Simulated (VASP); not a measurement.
Write the native input for VASP 6.6.1 that does the following.

```yaml
Task: single point
Functional: PBEsol
Potentials_or_basis: VASP PAW PBE potentials, release 64 (Co_sv)
Cutoff: 690 eV
k_mesh: 17 × 17 × 17
Occupations: fermi-dirac, width 0.05 eV
Spin: collinear spin, ferromagnetic start
Starting_moments: "[1.673] μB"
Dipole_correction: no
Further_INCAR_settings: ALGO = Normal; EDIFF = 1e-06; NBANDS = 18
```

The structure of Co lies in POSCAR:

```
Co
1.0
    0.0000000000      1.7114230990      1.7114230990
    1.7114230990      0.0000000000      1.7114230990
    1.7114230990      1.7114230990      0.0000000000
Co
1
Direct
    0.0000000000      0.0000000000      0.0000000000
```

This isn't the form of Co at room conditions, which is hcp.

One way to write it, as run:

INCAR

```
SYSTEM = Co
PREC = Accurate ; ENCUT = 690
EDIFF = 1E-6 ; ISMEAR = -1
SIGMA = 0.05 ; LREAL = .False.
LASPH = .True. ; NELM = 200
ALGO = Normal ; ISIF = 2
LWAVE = .False. ; LCHARG = .False.
ISPIN = 2 ; MAGMOM = 1.673
LORBIT = 11 ; LMAXMIX = 4
GGA = PS ; NBANDS = 18
GGA_COMPAT = .False.
```

KPOINTS

```
regular mesh
0
Gamma
  17 17 17
  0 0 0
```

Potentials or basis: VASP PAW PBE potentials, release 64 (Co_sv).

Launch:

```console
$ cat potpaw_PBE.64/Co_sv/POTCAR > POTCAR
$ mpirun -np 1 vasp_std > vasp.out
```

Results of the run:

```
Pressure                                              : 8.0 GPa
Net moment                                            : 1.56 μB per cell
Site moments                                          : Co +1.61 μB
Valence electrons inside the program's atomic spheres : Co 15.12
```

Caveat: the cell stands under pressure; the PAW data sets were made with another functional, which shifts forces and pressure a little.

Run time: 31 s on 1 thread of Intel(R) Xeon(R) 6975P-C (Granite Rapids), on a shared host, peak memory 0.19 GiB.
